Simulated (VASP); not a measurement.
# C in VASP: notebook

Runs on C. Level: PBE. Tasks: single point, relaxation of cell and atoms.

All numbers are computed with VASP 6.6.1; they aren't measurements. Logs are shortened: lines on timing, memory, paths and dates and some standing lists are left out, and cuts for length are marked.

## (1) The cell of the first run

Symmetry: Pmma, No. 51, orthorhombic system. Conventional cell: a = 2.433 Å, b = 2.569 Å, c = 6.265 Å, α = 90.00°, β = 90.00°, γ = 90.00°. Within 2.0 Å of C (site symmetry mm2) lie 4 C at 1.52 to 1.57 Å. C (site symmetry mm2) has 3 C at 1.41 to 1.48 Å within 1.9 Å. C (site symmetry mm2) has 3 C at 1.48 to 1.52 Å within 2.0 Å.

## (2) Single point, PBE

File INCAR:

```
PREC     = Accurate       # precision mode
ENCUT    = 520            # plane-wave cutoff, eV
EDIFF    = 1E-7           # SCF threshold, eV
ISMEAR   = 0              # smearing method
SIGMA    = 0.1            # smearing width, eV
LREAL    = False          # projectors in reciprocal space
LASPH    = True           # aspherical terms in the spheres
NELM     = 80             # most SCF steps
ALGO     = Normal         # electronic algorithm
ISIF     = 2              # what is computed and relaxed
LWAVE    = False          # write WAVECAR
LCHARG   = False          # write CHGCAR
GGA      = PE             # functional
NBANDS   = 21             # bands
```

File KPOINTS:

```
Automatic mesh
0
Gamma
  16 14 6
```

File POSCAR:

```
C
1.0
    2.4334901789      0.0000000000      0.0000000000
    0.0000000000      2.5689340604      0.0000000000
    0.0000000000      0.0000000000      6.2646592406
C
6
Direct
    0.2500000000      0.0000000000      0.5791138043
    0.7500000000      0.5000000000      0.0570884891
    0.7500000000      0.0000000000      0.4208861957
    0.2500000000      0.5000000000      0.9429115109
    0.7500000000      0.5000000000      0.2925759133
    0.2500000000      0.5000000000      0.7074240867
```

Potentials or basis: VASP PAW PBE potentials, release 64 (C).

Launch:

```sh
cat potpaw_PBE.64/C/POTCAR > POTCAR
mpirun -np 1 vasp_std > vasp.out
```

OUTCAR:

```text
PREC = Accurate
   ENCUT = 520
   EDIFF = 1E-7
   ISMEAR = 0
   LREAL = False
   LASPH = True
   NELM = 80
   ISIF = 2
   GGA = PE

 ion  position               nearest neighbor table
   1  0.250  0.000  0.579-   6 1.52   6 1.52   3 1.57   3 1.57
   2  0.750  0.500  0.057-   4 1.41   4 1.41   5 1.48
   3  0.750  0.000  0.421-   5 1.52   5 1.52   1 1.57   1 1.57
   4  0.250  0.500  0.943-   2 1.41   2 1.41   6 1.48
   5  0.750  0.500  0.293-   2 1.48   3 1.52   3 1.52
   6  0.250  0.500  0.707-   4 1.48   1 1.52   1 1.52

  LATTYP: Found a simple orthorhombic cell.
 ALAT       =     2.4334901789
 B/A-ratio  =     1.0556582815
 C/A-ratio  =     2.5743515609

  Lattice vectors:

 A1 = (   2.4334901789,   0.0000000000,   0.0000000000)
 A2 = (   0.0000000000,   2.5689340604,   0.0000000000)
 A3 = (   0.0000000000,   0.0000000000,   6.2646592406)

Analysis of symmetry for initial positions (statically):
=====================================================================
 Subroutine PRICEL returns:
 Original cell was already a primitive cell.

 Routine SETGRP: Setting up the symmetry group for a
 simple orthorhombic supercell.

 Subroutine GETGRP returns: Found  8 space group operations
 (whereof  4 operations were pure point group operations)
 out of a pool of  8 trial point group operations.

The static configuration has the point symmetry C_2h.
 The point group associated with its full space group is D_2h.

Analysis of symmetry for dynamics (positions and initial velocities):
=====================================================================
 Subroutine PRICEL returns:
 Original cell was already a primitive cell.

 Routine SETGRP: Setting up the symmetry group for a
 simple orthorhombic supercell.

 Subroutine GETGRP returns: Found  8 space group operations
 (whereof  4 operations were pure point group operations)
 out of a pool of  8 trial point group operations.

The dynamic configuration has the point symmetry C_2h.
 The point group associated with its full space group is D_2h.

 Subroutine INISYM returns: Found  8 space group operations
 (whereof  4 operations are pure point group operations),
 and found     1 'primitive' translations

----------------------------------------------------------------------------------------

                                     Primitive cell

  volume of cell :      39.1634

  direct lattice vectors                    reciprocal lattice vectors
     2.433490179  0.000000000  0.000000000     0.410932417  0.000000000  0.000000000
     0.000000000  2.568934060  0.000000000     0.000000000  0.389266512  0.000000000
     0.000000000  0.000000000  6.264659241     0.000000000  0.000000000  0.159625602

  length of vectors
     2.433490179  2.568934060  6.264659241     0.410932417  0.389266512  0.159625602

  position of ions in fractional coordinates (direct lattice)
     0.250000000  0.000000000  0.579113804
     0.750000000  0.500000000  0.057088489
     0.750000000  0.000000000  0.420886196
     0.250000000  0.500000000  0.942911511
     0.750000000  0.500000000  0.292575913
     0.250000000  0.500000000  0.707424087

  ion indices of the primitive-cell ions
   primitive index   ion index
                 1           1
                 2           2
                 3           3
                 4           4
                 5           5
                 6           6

----------------------------------------------------------------------------------------

 KPOINTS: Automatic mesh

Automatic generation of k-mesh.
 Grid dimensions read from file:
 generate k-points for:   16   14    6

 Generating k-lattice:

  Cartesian coordinates                     Fractional coordinates (reciprocal lattice)
     0.025683276  0.000000000  0.000000000     0.062500000  0.000000000  0.000000000
     0.000000000  0.027804751  0.000000000     0.000000000  0.071428571  0.000000000
     0.000000000  0.000000000  0.026604267     0.000000000  0.000000000  0.166666667

  Length of vectors
     0.025683276  0.027804751  0.026604267

  Shift w.r.t. Gamma in fractional coordinates (k-lattice)
     0.000000000  0.000000000  0.000000000

 Subroutine IBZKPT returns following result:
 ===========================================

 Found    288 irreducible k-points:

 Following reciprocal coordinates:
            Coordinates               Weight
  0.000000  0.000000  0.000000      1.000000
  0.062500  0.000000  0.000000      2.000000
  0.125000  0.000000  0.000000      2.000000
  0.187500  0.000000  0.000000      2.000000
  0.250000  0.000000  0.000000      2.000000
  0.312500  0.000000  0.000000      2.000000
[... 16 lines left out ...]
  0.250000  0.142857  0.000000      4.000000
  0.312500  0.142857  0.000000      4.000000
 [... further k-points ...]
   k-points           NKPTS =    288   k-points in BZ     NKDIM =    288   number of bands    NBANDS=     21
   number of dos      NEDOS =    301   number of ions     NIONS =      6
   total plane-waves  NPLWV =  17280
   dimension x,y,z NGX =    18 NGY =   20 NGZ =   48
   dimension x,y,z NGXF=    36 NGYF=   40 NGZF=   96
   ions per type =               6
   NGX,Y,Z   is equivalent  to a cutoff of  12.30, 12.94, 12.74 a.u.
   NGXF,Y,Z  is equivalent  to a cutoff of  24.59, 25.89, 25.48 a.u.
 SYSTEM =  unknown system
   PREC   = accura    normal or accurate (medium, high low for compatibility)
   ISTART =      0    job   : 0-new  1-cont  2-samecut
   ICHARG =      2    charge: 1-file 2-atom 10-const
   ISPIN  =      1    spin polarized calculation?
   LNONCOLLINEAR =      F non collinear calculations
   LSORBIT =      F    spin-orbit coupling
   LASPH  =      T    aspherical Exc in radial PAW
   ENCUT  =  520.0 eV  38.22 Ry    6.18 a.u.   4.52  4.78 11.65*2*pi/ulx,y,z
   NELM   =     80;   NELMIN=  2; NELMDL= -5     # of ELM steps
   EDIFF  = 0.1E-06   stopping-criterion for ELM
   LREAL  =      F    real-space projection
   EDIFFG = 0.1E-05   stopping-criterion for IOM
   NSW    =      0    number of steps for IOM
   IBRION =     -1    ionic relax: 0-MD 1-quasi-New 2-CG
   NFREE  =      0    steps in history (QN), initial steepest desc. (CG)
   ISIF   =      2    stress and relaxation
   ISYM   =      2    0-nonsym 1-usesym 2-fastsym
   POTIM  = 0.5000    time-step for ionic-motion
   TEBEG  =    0.0;   TEEND  =   0.0 temperature during run
   PSTRESS=    0.0 pullay stress
   NELECT =      24.0000    total number of electrons
   NUPDOWN=      -1.0000    fix difference up-down
   EMIN   =  10.00;   EMAX   =-10.00  energy-range for DOS
   EFERMI =   0.00;   METHOD = LEGACY
   ISMEAR =     0;   SIGMA  =   0.10  broadening in eV -4-tet -1-fermi 0-gaus
   EFERMI_NEDOS =   21; number of points for ismear=-14 and -15
   IALGO  =     38    algorithm
   IMIX   =      4    mixing-type and parameters
     AMIX     =   0.40;   BMIX     =  1.00
     AMIX_MAG =   1.60;   BMIX_MAG =  1.00
  volume/ion in A,a.u.               =       6.53        44.05
  Fermi-wavevector in a.u.,A,eV,Ry     =   1.390546  2.627750 26.308458  1.933617
  Thomas-Fermi vector in A             =   2.514470
   LORBIT       =      0    0 simple, 1 ext, 2 COOP (PROOUT), +10 PAW based schemes
   GGA     = PE    functional components
   LHFCALC =     F    Hartree Fock is set to
   AEXX    =    0.0000 exact exchange contribution
   IVDW    =     0    specifies the selected vdW correction
   LEPSILON=     F    determine dielectric tensor
   LRPA    =     F    only Hartree local field effects (RPA)
 non-spin polarized calculation
 Gauss-broadening in eV      SIGMA  =   0.10
  energy-cutoff  :      520.00
  volume of cell :       39.16
 maximum number of plane-waves:      1085
   NGX =  9   NGY =  9   NGZ = 23

 number of electron      24.0000002 magnetization

 Free energy of the ion-electron system (eV)
  ---------------------------------------------------
  ext. energy  EPLUGINS =         0.00000000
  ---------------------------------------------------
  free energy    TOTEN  =       -51.63314844 eV

  energy without entropy =      -51.63023462  energy(sigma->0) =      -51.63169153

 E-fermi :   8.0743     XC(G=0): -12.4322

 val. band max:        8.0635100944   @ k =   0.3750   0.4286   0.0000
 cond. band min:       8.0847768473   @ k =   0.1875   0.5000   0.3333
 fundamental gap:      0.0212667529
 Fermi energy:         8.0743271881

 k-point     1 :       0.0000    0.0000    0.0000
  band No.  band energies     occupation
      1     -12.7069      2.00000
      2     -10.1635      2.00000
      3      -8.9720      2.00000
      4      -1.7580      2.00000
      5      -1.4553      2.00000
      6       1.5831      2.00000
[... 13 lines left out ...]
     20      18.2416      0.00000
     21      19.0008      0.00000

 k-point     2 :       0.0625    0.0000    0.0000
  band No.  band energies     occupation
      1     -12.6323      2.00000
      2     -10.0912      2.00000
      3      -8.9102      2.00000
      4      -1.7162      2.00000
      5      -1.4328      2.00000
      6       1.6350      2.00000
[... 13 lines left out ...]
     20      18.1545      0.00000
     21      19.0126      0.00000

 k-point     3 :       0.1250    0.0000    0.0000
  band No.  band energies     occupation
      1     -12.4091      2.00000
      2      -9.8748      2.00000
      3      -8.7288      2.00000
      4      -1.6041      2.00000
      5      -1.3769      2.00000
      6       1.4709      2.00000
[... 13 lines left out ...]
     20      17.9512      0.00000
     21      19.1365      0.00000
[... 457 lines left out ...]
 k-point    23 :       0.2500    0.1429    0.0000
  band No.  band energies     occupation
      1     -11.1944      2.00000
      2      -8.7634      2.00000
      3      -7.7644      2.00000
      4      -1.4376      2.00000
      5      -1.2860      2.00000
      6      -0.8810      2.00000
[... 13 lines left out ...]
     20      20.1585      0.00000
     21      20.2290      0.00000

 k-point    24 :       0.3125    0.1429    0.0000
  band No.  band energies     occupation
      1     -10.5560      2.00000
      2      -8.1279      2.00000
      3      -7.4161      2.00000
      4      -2.1348      2.00000
      5      -2.0139      2.00000
      6      -1.4235      2.00000
[... 13 lines left out ...]
     20      19.8770      0.00000
     21      20.0452      0.00000

 [... further k-points ...]
[... 5 lines left out ...]
  --------------------------------------------------------------------------------------
  -------------------------------------------------------------------------------------
  Total        0.1235794      0.1110377      0.1844802      0.0000000      0.0000000      0.0000000
  in kB        5.0556448      4.5425620      7.5471033      0.0000000      0.0000000      0.0000000
  external PRESSURE =       5.7151033 kB  Pullay stress =       0.0000000 kB

 VOLUME and BASIS-vectors are now :
 -----------------------------------------------------------------------------
  energy-cutoff  :      520.00
  volume of cell :       39.16
      direct lattice vectors                 reciprocal lattice vectors
     2.433490179  0.000000000  0.000000000     0.410932417  0.000000000  0.000000000
     0.000000000  2.568934060  0.000000000     0.000000000  0.389266512  0.000000000
     0.000000000  0.000000000  6.264659241     0.000000000  0.000000000  0.159625602

 POSITION                                       TOTAL-FORCE (eV/Angst)
 -----------------------------------------------------------------------------------
      0.60837      0.00000      3.62795         0.000000     -0.000000      0.003487
      1.82512      1.28447      0.35764         0.000000     -0.000000      0.014526
      1.82512      0.00000      2.63671         0.000000     -0.000000     -0.003487
      0.60837      1.28447      5.90702         0.000000      0.000000     -0.014526
      1.82512      1.28447      1.83289         0.000000     -0.000000      0.001678
      0.60837      1.28447      4.43177        -0.000000      0.000000     -0.001678
 -----------------------------------------------------------------------------------
    total drift:                                0.000000     -0.000000      0.000000

  FREE ENERGIE OF THE ION-ELECTRON SYSTEM (eV)
  ---------------------------------------------------
  free  energy   TOTEN  =       -51.6331484370 eV

  energy  without entropy=      -51.6302346216  energy(sigma->0) =      -51.63169153
```

It took 2.1 min on 1 thread of Intel Xeon 6975P-C (Granite Rapids), shared host; peak memory 0.26 GiB.

Results:

| Item | Value |
| --- | --- |
| Free energy | -51.6331 eV |
| Pressure | 0.6 GPa |
| Largest force | 0.015 eV/Å |
| Band gap on the k mesh | zero (bands 12 and 13 overlap by 5.72 eV) |

Forces on the atoms (eV/Å):
```
C    0.000  0.000  0.003
C    0.000  0.000  0.015
C    0.000  0.000 -0.003
C    0.000  0.000 -0.015
C    0.000  0.000  0.002
C    0.000  0.000 -0.002
```

Stress tensor (GPa, compression positive):
```
0.51 0.00 0.00
0.00 0.45 0.00
0.00 0.00 0.75
```

## (3) Relaxation of cell and atoms, PBE

This run uses another cell than the first one, of 6.40 Å³/atom.

File INCAR:

```
ALGO = Normal ; EDIFF = 1E-6
EDIFFG = -0.04 ; ENCUT = 600
GGA = PE ; IBRION = 2
ISIF = 3 ; ISMEAR = 0
LASPH = True ; LCHARG = False
LREAL = False ; LWAVE = False
NELM = 80 ; NSW = 90
PREC = Accurate ; SIGMA = 0.1
```

File KPOINTS:

```
k-points
0
Gamma
  6 8 4
```

File POSCAR:

```
C
1.0
    2.5475143299      0.0000000000      0.0000000000
    0.0000000000      2.4170747947      0.0000000000
   -0.0690846944      0.0000000000      6.2333880218
C
6
Direct
    0.4998013723      0.2500000000      0.5805055249
    0.9986487885      0.7500000000      0.0567157329
    0.5001986277      0.7500000000      0.4194944751
    0.0013512115      0.2500000000      0.9432842671
    0.9957318310      0.7500000000      0.2910028876
    0.0042681690      0.2500000000      0.7089971124
```

Potentials or basis: VASP PAW PBE potentials, release 64 (C).

Launch:

```sh
cat potpaw_PBE.64/C/POTCAR > POTCAR
mpirun -np 1 vasp_std > vasp.out
```

It took 94 s on 1 thread of Intel Xeon 6975P-C (Granite Rapids), shared host; peak memory 0.16 GiB.

The run converged. Its results:

| Item | Value |
| --- | --- |
| Free energy | -51.6614 eV |
| Relaxed volume | 6.53 Å³/atom |
| Relaxed cell | a = 2.577 Å, b = 2.427 Å, c = 6.265 Å, α = 90.00°, β = 90.29°, γ = 90.00° |
| Space group after relaxing (to 0.1 Å) | Pmma (No. 51) |
| Energy gained by relaxing | 5.3 meV/atom |
| Ionic steps | 7 |
| Pressure after relaxing | 0.0 GPa |
| Largest force after relaxing | 0.029 eV/Å |
| Band gap on the k mesh | zero (bands 12 and 13 overlap by 5.85 eV) |

Forces in eV/Å, atoms in the order of the input:
```
C   -0.027  0.000 -0.001
C    0.024  0.000 -0.015
C    0.027  0.000  0.001
C   -0.024  0.000  0.015
C    0.024  0.000  0.001
C   -0.024  0.000 -0.001
```

Stress tensor (GPa, compression positive):
```
-0.14  0.00  0.23
 0.00 -0.07  0.00
 0.23  0.00  0.27
```

The path:
```csv
step,energy change (eV),largest force (eV/Å),pressure (GPa),volume (Å³)
1,0.0000,0.5521,7.57,38.38
2,0.0099,0.6746,-8.59,40.09
3,-0.0294,0.1003,-0.29,39.16
4,-0.0307,0.1850,-0.18,39.21
5,-0.0318,0.0828,-0.23,39.19
6,-0.0318,0.1010,0.24,39.16
7,-0.0320,0.0285,0.02,39.17
```

Final structure:
```
C
1.0
     2.57664    0.00000    0.00774
     0.00000    2.42675    0.00000
    -0.05090    0.00000    6.26459
C
6
Cartesian
  1.2628 0.6067 3.6282
  2.5692 1.8201 0.3667
  1.2630 1.8201 2.6442
  -0.0435 0.6067 5.9057
  2.5536 1.8201 1.8407
  -0.0278 0.6067 4.4316
```

Levels at points of the mesh, in eV from the Fermi level:
```
           k point  band 9  band 10  band 11  band 12  band 13  band 14  band 15  band 16
(0.00, 0.00, 0.00)   -3.53    -2.42    -1.99     1.20     4.53     5.02     5.90     7.74
(0.50, 0.00, 0.00)   -4.73    -4.59    -2.06     2.44     3.21     3.74     8.27     8.36
(0.00, 0.50, 0.00)   -4.10    -4.10    -2.07    -2.07     2.59     2.59     7.60     7.60
(0.50, 0.50, 0.00)   -7.72    -7.72    -2.49    -2.49    -2.44    -2.44     7.05     7.05
(0.00, 0.00, 0.50)   -4.20    -3.85    -1.08     2.05     4.38     4.63     5.03     5.54
(0.50, 0.00, 0.50)   -4.61    -4.58    -2.06     2.77     3.78     4.29     6.06     8.74
(0.00, 0.50, 0.50)   -4.09    -4.09    -1.00    -1.00     2.57     2.57     7.53     7.53
(0.50, 0.50, 0.50)   -7.30    -7.30    -3.07    -3.07    -2.20    -2.20     5.83     5.83
```

Caveat: the k points lie up to 0.41 Å⁻¹ apart in the final cell, too coarse for converged energies and pressures of a metal.
